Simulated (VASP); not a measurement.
# Zn2SbO3 (Pmmm) in VASP: further runs

The runs below take Zn2SbO3 through single point, with PBE.

Program: VASP 6.6.1. These are calculated values, not measurements. Logs are shortened: lines on timing, memory, paths and dates and some standing lists are left out, and cuts for length are marked.

## Step 1: The cell of the first run

It takes space group Pmmm (No. 47, orthorhombic). The conventional cell has a = 3.523 Å, b = 5.044 Å, c = 6.078 Å, α = 90.00°, β = 90.00°, γ = 90.00°. Within 2.5 Å of Zn (site symmetry mm2) lie 1 O at 1.89 Å and 1 Zn at 2.29 Å. Within 3.3 Å of Sb (site symmetry mmm) lie 6 O at 2.52 to 3.11 Å and 4 Zn at 3.15 Å. O (site symmetry 2mm) has 1 O at 1.32 Å within 1.8 Å. O (site symmetry mmm) has 2 Zn at 1.89 Å within 2.5 Å.

## Step 2: Single point, PBE

Contents of INCAR:

```
SYSTEM = Zn2SbO3
PREC = Accurate
ENCUT = 520
EDIFF = 1E-6
ISMEAR = 0
SIGMA = 0.1
LREAL = .FALSE.
LASPH = .TRUE.
NELM = 80
ALGO = Normal
ISIF = 2
LWAVE = .FALSE.
LCHARG = .TRUE.
GGA = PE
LELF = .TRUE.
LVHAR = .TRUE.
NBANDS = 32
```

Contents of KPOINTS:

```
Automatic mesh
0
G
  6 4 4
  0 0 0
```

Contents of POSCAR:

```
Zn2SbO3
1.0
    3.5228216915      0.0000000000      0.0000000000
    0.0000000000      5.0443502158      0.0000000000
    0.0000000000      0.0000000000      6.0784880198
Zn Sb O
2 1 3
Direct
    0.5000000000      0.5000000000      0.6884715490
    0.5000000000      0.5000000000      0.3115284510
    0.5000000000      0.0000000000      0.0000000000
    0.6880021130      0.0000000000      0.5000000000
    0.3119978870      0.0000000000      0.5000000000
    0.5000000000      0.5000000000      0.0000000000
```

Potentials or basis: VASP PAW PBE potentials, release 64 (Zn, Sb, O).

Run with:

```bash
$ cat potpaw_PBE.64/Zn/POTCAR potpaw_PBE.64/Sb/POTCAR potpaw_PBE.64/O/POTCAR > POTCAR
$ mpirun -np 1 vasp_std > vasp.out
```

OUTCAR:

```text
SYSTEM = Zn2SbO3
   PREC = Accurate
   ENCUT = 520
   EDIFF = 1E-6
   ISMEAR = 0
   LREAL = .FALSE.
   LASPH = .TRUE.
   NELM = 80
   ISIF = 2
   GGA = PE

 ion  position               nearest neighbor table
   1  0.500  0.500  0.688-   6 1.89   2 2.29   3 3.15   3 3.15
   2  0.500  0.500  0.312-   6 1.89   1 2.29   3 3.15   3 3.15
   3  0.500  0.000  0.000-   6 2.52   6 2.52   1 3.15   1 3.15   2 3.15   2 3.15
   4  0.688  0.000  0.500-   5 1.32
   5  0.312  0.000  0.500-   4 1.32
   6  0.500  0.500  0.000-   1 1.89   2 1.89   3 2.52   3 2.52

  LATTYP: Found a simple orthorhombic cell.
 ALAT       =     3.5228216915
 B/A-ratio  =     1.4319061984
 C/A-ratio  =     1.7254600295

  Lattice vectors:

 A1 = (   3.5228216915,   0.0000000000,   0.0000000000)
 A2 = (   0.0000000000,   5.0443502158,   0.0000000000)
 A3 = (   0.0000000000,   0.0000000000,   6.0784880198)

Analysis of symmetry for initial positions (statically):
=====================================================================
 Subroutine PRICEL returns:
 Original cell was already a primitive cell.

 Routine SETGRP: Setting up the symmetry group for a
 simple orthorhombic supercell.

 Subroutine GETGRP returns: Found  8 space group operations
 (whereof  8 operations were pure point group operations)
 out of a pool of  8 trial point group operations.

The static configuration has the point symmetry D_2h.

Analysis of symmetry for dynamics (positions and initial velocities):
=====================================================================
 Subroutine PRICEL returns:
 Original cell was already a primitive cell.

 Routine SETGRP: Setting up the symmetry group for a
 simple orthorhombic supercell.

 Subroutine GETGRP returns: Found  8 space group operations
 (whereof  8 operations were pure point group operations)
 out of a pool of  8 trial point group operations.

The dynamic configuration has the point symmetry D_2h.

 Subroutine INISYM returns: Found  8 space group operations
 (whereof  8 operations are pure point group operations),
 and found     1 'primitive' translations

----------------------------------------------------------------------------------------

                                     Primitive cell

  volume of cell :     108.0168

  direct lattice vectors                    reciprocal lattice vectors
     3.522821691  0.000000000  0.000000000     0.283863359  0.000000000  0.000000000
     0.000000000  5.044350216  0.000000000     0.000000000  0.198241589  0.000000000
     0.000000000  0.000000000  6.078488020     0.000000000  0.000000000  0.164514596

  length of vectors
     3.522821691  5.044350216  6.078488020     0.283863359  0.198241589  0.164514596

  position of ions in fractional coordinates (direct lattice)
     0.500000000  0.500000000  0.688471549
     0.500000000  0.500000000  0.311528451
     0.500000000  0.000000000  0.000000000
     0.688002113  0.000000000  0.500000000
     0.311997887  0.000000000  0.500000000
     0.500000000  0.500000000  0.000000000

  ion indices of the primitive-cell ions
   primitive index   ion index
                 1           1
                 2           2
                 3           3
                 4           4
                 5           5
                 6           6

----------------------------------------------------------------------------------------

 KPOINTS: Automatic mesh

Automatic generation of k-mesh.
 Grid dimensions read from file:
 generate k-points for:    6    4    4

 Generating k-lattice:

  Cartesian coordinates                     Fractional coordinates (reciprocal lattice)
     0.047310560  0.000000000  0.000000000     0.166666667  0.000000000  0.000000000
     0.000000000  0.049560397  0.000000000     0.000000000  0.250000000  0.000000000
     0.000000000  0.000000000  0.041128649     0.000000000  0.000000000  0.250000000

  Length of vectors
     0.047310560  0.049560397  0.041128649

  Shift w.r.t. Gamma in fractional coordinates (k-lattice)
     0.000000000  0.000000000  0.000000000

 Subroutine IBZKPT returns following result:
 ===========================================

 Found     36 irreducible k-points:

 Following reciprocal coordinates:
            Coordinates               Weight
  0.000000  0.000000  0.000000      1.000000
  0.166667  0.000000  0.000000      2.000000
  0.333333  0.000000  0.000000      2.000000
  0.500000  0.000000  0.000000      1.000000
  0.000000  0.250000  0.000000      2.000000
  0.166667  0.250000  0.000000      4.000000
[... 16 lines left out ...]
  0.333333  0.500000  0.250000      4.000000
  0.500000  0.500000  0.250000      2.000000
 [... further k-points ...]
   k-points           NKPTS =     36   k-points in BZ     NKDIM =     36   number of bands    NBANDS=     32
   number of dos      NEDOS =    301   number of ions     NIONS =      6
   total plane-waves  NPLWV =  53760
   dimension x,y,z NGX =    28 NGY =   40 NGZ =   48
   dimension x,y,z NGXF=    56 NGYF=   80 NGZF=   96
   ions per type =               2   1   3
   NGX,Y,Z   is equivalent  to a cutoff of  13.21, 13.18, 13.13 a.u.
   NGXF,Y,Z  is equivalent  to a cutoff of  26.43, 26.37, 26.26 a.u.
 SYSTEM =  Zn2SbO3
   PREC   = accura    normal or accurate (medium, high low for compatibility)
   ISTART =      0    job   : 0-new  1-cont  2-samecut
   ICHARG =      2    charge: 1-file 2-atom 10-const
   ISPIN  =      1    spin polarized calculation?
   LNONCOLLINEAR =      F non collinear calculations
   LSORBIT =      F    spin-orbit coupling
   LASPH  =      T    aspherical Exc in radial PAW
   ENCUT  =  520.0 eV  38.22 Ry    6.18 a.u.   6.55  9.38 11.30*2*pi/ulx,y,z
   NELM   =     80;   NELMIN=  2; NELMDL= -5     # of ELM steps
   EDIFF  = 0.1E-05   stopping-criterion for ELM
   LREAL  =      F    real-space projection
   EDIFFG = 0.1E-04   stopping-criterion for IOM
   NSW    =      0    number of steps for IOM
   IBRION =     -1    ionic relax: 0-MD 1-quasi-New 2-CG
   NFREE  =      0    steps in history (QN), initial steepest desc. (CG)
   ISIF   =      2    stress and relaxation
   ISYM   =      2    0-nonsym 1-usesym 2-fastsym
   POTIM  = 0.5000    time-step for ionic-motion
   TEBEG  =    0.0;   TEEND  =   0.0 temperature during run
   PSTRESS=    0.0 pullay stress
   NELECT =      47.0000    total number of electrons
   NUPDOWN=      -1.0000    fix difference up-down
   EMIN   =  10.00;   EMAX   =-10.00  energy-range for DOS
   EFERMI =   0.00;   METHOD = LEGACY
   ISMEAR =     0;   SIGMA  =   0.10  broadening in eV -4-tet -1-fermi 0-gaus
   EFERMI_NEDOS =   21; number of points for ismear=-14 and -15
   IALGO  =     38    algorithm
   IMIX   =      4    mixing-type and parameters
     AMIX     =   0.40;   BMIX     =  1.00
     AMIX_MAG =   1.60;   BMIX_MAG =  1.00
  volume/ion in A,a.u.               =      18.00       121.49
  Fermi-wavevector in a.u.,A,eV,Ry     =   1.240539  2.344278 20.938497  1.538936
  Thomas-Fermi vector in A             =   2.374975
   LORBIT       =      0    0 simple, 1 ext, 2 COOP (PROOUT), +10 PAW based schemes
   GGA     = PE    functional components
   LHFCALC =     F    Hartree Fock is set to
   AEXX    =    0.0000 exact exchange contribution
   IVDW    =     0    specifies the selected vdW correction
   LEPSILON=     F    determine dielectric tensor
   LRPA    =     F    only Hartree local field effects (RPA)
 non-spin polarized calculation
 Gauss-broadening in eV      SIGMA  =   0.10
  energy-cutoff  :      520.00
  volume of cell :      108.02
 maximum number of plane-waves:      2946
 NGX is ok and might be reduce to    28
   NGX = 13   NGY = 19   NGZ = 23

 number of electron      47.0000049 magnetization

 Free energy of the ion-electron system (eV)
  ---------------------------------------------------
  ext. energy  EPLUGINS =         0.00000000
  ---------------------------------------------------
  free energy    TOTEN  =       -20.59521464 eV

  energy without entropy =      -20.56789382  energy(sigma->0) =      -20.58155423

 E-fermi :   2.4254     XC(G=0):  -9.4227

 val. band max:        2.3876029053   @ k =   0.1667   0.2500   0.2500
 cond. band min:       2.4332287373   @ k =   0.1667   0.0000   0.0000
 fundamental gap:      0.0456258320
 Fermi energy:         2.4253728220

 k-point     1 :       0.0000    0.0000    0.0000
  band No.  band energies     occupation
      1     -21.5062      2.00000
      2     -16.4707      2.00000
      3     -10.7866      2.00000
      4      -6.8043      2.00000
      5      -5.2803      2.00000
      6      -5.2633      2.00000
[... 24 lines left out ...]
     31       9.8190      0.00000
     32      10.2511      0.00000

 k-point     2 :       0.1667    0.0000    0.0000
  band No.  band energies     occupation
      1     -21.4560      2.00000
      2     -16.4490      2.00000
      3     -11.3038      2.00000
      4      -6.5561      2.00000
      5      -5.2676      2.00000
      6      -5.1311      2.00000
[... 24 lines left out ...]
     31       9.0301      0.00000
     32      10.0990      0.00000

 k-point     3 :       0.3333    0.0000    0.0000
  band No.  band energies     occupation
      1     -21.3511      2.00000
      2     -16.4052      2.00000
      3     -12.1121      2.00000
      4      -5.9895      2.00000
      5      -5.2447      2.00000
      6      -5.0940      2.00000
[... 24 lines left out ...]
     31       9.2889      0.00000
     32       9.4237      0.00000

 k-point     4 :       0.5000    0.0000    0.0000
  band No.  band energies     occupation
      1     -21.2962      2.00000
      2     -16.3830      2.00000
      3     -12.4526      2.00000
      4      -5.6240      2.00000
      5      -5.2341      2.00000
      6      -5.0760      2.00000
[... 654 lines left out ...]
     31      10.1466      0.00000
     32      10.1477      0.00000

 k-point    23 :       0.3333    0.5000    0.2500
  band No.  band energies     occupation
      1     -21.3482      2.00000
      2     -16.3835      2.00000
      3     -12.1085      2.00000
      4      -7.0446      2.00000
      5      -5.7393      2.00000
      6      -4.7329      2.00000
[... 24 lines left out ...]
     31       8.9786      0.00000
     32       9.8947      0.00000

 k-point    24 :       0.5000    0.5000    0.2500
  band No.  band energies     occupation
      1     -21.2934      2.00000
      2     -16.3633      2.00000
      3     -12.4486      2.00000
      4      -6.7598      2.00000
      5      -5.7265      2.00000
      6      -4.7644      2.00000
[... 24 lines left out ...]
     31       8.1065      0.00000
     32       9.1414      0.00000

 [... further k-points ...]
[... 5 lines left out ...]
  --------------------------------------------------------------------------------------
  -------------------------------------------------------------------------------------
  Total        0.3619617     -0.1696853      0.4163473      0.0000000      0.0000000      0.0000000
  in kB        5.3688557     -2.5168850      6.1755396      0.0000000      0.0000000      0.0000000
  external PRESSURE =       3.0091701 kB  Pullay stress =       0.0000000 kB

 VOLUME and BASIS-vectors are now :
 -----------------------------------------------------------------------------
  energy-cutoff  :      520.00
  volume of cell :      108.02
      direct lattice vectors                 reciprocal lattice vectors
     3.522821691  0.000000000  0.000000000     0.283863359  0.000000000  0.000000000
     0.000000000  5.044350216  0.000000000     0.000000000  0.198241589  0.000000000
     0.000000000  0.000000000  6.078488020     0.000000000  0.000000000  0.164514596

 POSITION                                       TOTAL-FORCE (eV/Angst)
 -----------------------------------------------------------------------------------
      1.76141      2.52218      4.18487        -0.000000      0.000000     -0.082710
      1.76141      2.52218      1.89362        -0.000000      0.000000      0.082710
      1.76141      0.00000      0.00000        -0.000000      0.000000      0.000000
      2.42371      0.00000      3.03924         0.465694      0.000000     -0.000000
      1.09911      0.00000      3.03924        -0.465694      0.000000      0.000000
      1.76141      2.52218      0.00000        -0.000000      0.000000      0.000000
 -----------------------------------------------------------------------------------
    total drift:                                0.000000      0.000000      0.000000

  FREE ENERGIE OF THE ION-ELECTRON SYSTEM (eV)
  ---------------------------------------------------
  free  energy   TOTEN  =       -20.5952146387 eV

  energy  without entropy=      -20.5678938224  energy(sigma->0) =      -20.58155423
```

It took 1.8 min on 1 thread of AMD EPYC 9R45 (Zen 5), shared host; peak memory 0.25 GiB.

What came out:

- Free energy: -20.5952 eV
- Pressure: 0.3 GPa
- Largest force: 0.466 eV/Å

Forces in eV/Å, atoms in the order of the input:
```
Zn   0.000  0.000 -0.083
Zn   0.000  0.000  0.083
Sb   0.000  0.000  0.000
O    0.466  0.000  0.000
O   -0.466  0.000  0.000
O    0.000  0.000  0.000
```

Levels at points of the mesh, in eV from the Fermi level:
```
           k point  band 21  band 22  band 23  band 24  band 25  band 26  band 27  band 28
(0.00, 0.00, 0.00)    -2.75     0.22     0.28     0.39     2.43     3.09     3.77     4.10
(0.50, 0.00, 0.00)    -1.90    -1.59    -1.07    -0.81     1.24     1.73     3.46     3.51
(0.00, 0.50, 0.00)    -2.54    -0.25     0.19     0.25     0.26     2.74     2.79     3.65
(0.50, 0.50, 0.00)    -2.41    -1.20    -1.19    -0.94     0.63     1.43     2.44     3.46
(0.00, 0.00, 0.50)    -2.55    -0.16     0.14     0.28     1.08     2.31     3.29     3.62
(0.50, 0.00, 0.50)    -1.93    -1.42    -0.81    -0.27     0.71     0.90     3.24     3.37
(0.00, 0.50, 0.50)    -1.59    -1.51    -1.30     0.14     0.17     2.72     2.99     5.15
(0.50, 0.50, 0.50)    -2.29    -1.47    -0.53    -0.35    -0.33     0.20     1.94     3.91
```

Caveat: spin-orbit coupling is left out, which moves the levels of the heavy elements; an odd number of electrons without spin polarisation forces a metal; a magnetic or distorted state may lie lower.

## Step 3: Single point, PBE

This run uses another cell than the first one, of 18.23 Å³/atom, 1.012 times its volume.

Contents of INCAR:

```
SYSTEM = Zn2SbO3
PREC = Accurate
ENCUT = 520
EDIFF = 1E-7
ISMEAR = 0
SIGMA = 0.1
LREAL = .False.
LASPH = .True.
NELM = 60
ALGO = Normal
ISIF = 2
LWAVE = .False.
LCHARG = .False.
GGA = PE
NBANDS = 32
```

Contents of KPOINTS:

```
regular mesh
0
Gamma
  6 4 4
  0 0 0
```

Contents of POSCAR:

```
Zn2SbO3
1.0
    4.9977178336      0.0000000000      0.0000000000
    0.0000000000      6.0428248636      0.0000000000
    0.0000000000      0.0000000000      3.6210343177
Zn Sb O
2 1 3
Direct
    0.5000000000      0.6876409934      0.5000000000
    0.5000000000      0.3123590066      0.5000000000
    0.0000000000      0.0000000000      0.5000000000
    0.0000000000      0.5000000000      0.6847804329
    0.0000000000      0.5000000000      0.3152195671
    0.5000000000      0.0000000000      0.5000000000
```

Potentials or basis: VASP PAW PBE potentials, release 64 (Zn, Sb, O).

Run with:

```bash
$ cat potpaw_PBE.64/Zn/POTCAR potpaw_PBE.64/Sb/POTCAR potpaw_PBE.64/O/POTCAR > POTCAR
$ mpirun -np 1 vasp_std > vasp.out
```

It took 2.2 min on 1 thread of AMD EPYC 9R45 (Zen 5), shared host; peak memory 0.25 GiB.

The run converged. Its results:

* Free energy: -20.5338 eV
* Pressure: 0.5 GPa
* Largest force: 0.445 eV/Å

Forces on the atoms (eV/Å):
```
Zn   0.000 -0.068  0.000
Zn   0.000  0.068  0.000
Sb   0.000  0.000  0.000
O    0.000  0.000  0.445
O    0.000  0.000 -0.445
O    0.000  0.000  0.000
```

Stress tensor (GPa, compression positive):
```
0.14 0.00 0.00
0.00 0.69 0.00
0.00 0.00 0.62
```

Levels at points of the mesh, in eV from the Fermi level:
| k point | band 22 | band 23 | band 24 | band 25 | band 26 | band 27 |
| --- | --- | --- | --- | --- | --- | --- |
| (0.00, 0.00, 0.00) | 0.04 | 0.16 | 0.49 | 2.55 | 2.68 | 3.88 |
| (0.50, 0.00, 0.00) | -0.14 | 0.05 | 0.07 | 0.39 | 2.35 | 2.86 |
| (0.00, 0.50, 0.00) | -0.07 | -0.05 | 0.16 | 1.25 | 2.41 | 2.91 |
| (0.50, 0.50, 0.00) | -1.36 | -1.21 | -0.06 | 0.03 | 2.59 | 2.91 |
| (0.00, 0.00, 0.50) | -1.47 | -1.08 | -0.76 | 1.22 | 1.83 | 3.48 |
| (0.50, 0.00, 0.50) | -1.19 | -1.17 | -0.94 | 0.59 | 1.40 | 2.53 |
| (0.00, 0.50, 0.50) | -1.52 | -0.76 | -0.21 | 0.80 | 0.83 | 3.21 |
| (0.50, 0.50, 0.50) | -1.43 | -0.65 | -0.33 | -0.31 | 0.13 | 2.07 |

Caveat: the k points lie up to 0.43 Å⁻¹ apart; spin-orbit coupling is left out, which moves the levels of the heavy elements; an odd number of electrons without spin polarisation forces a metal; a magnetic or distorted state may lie lower.
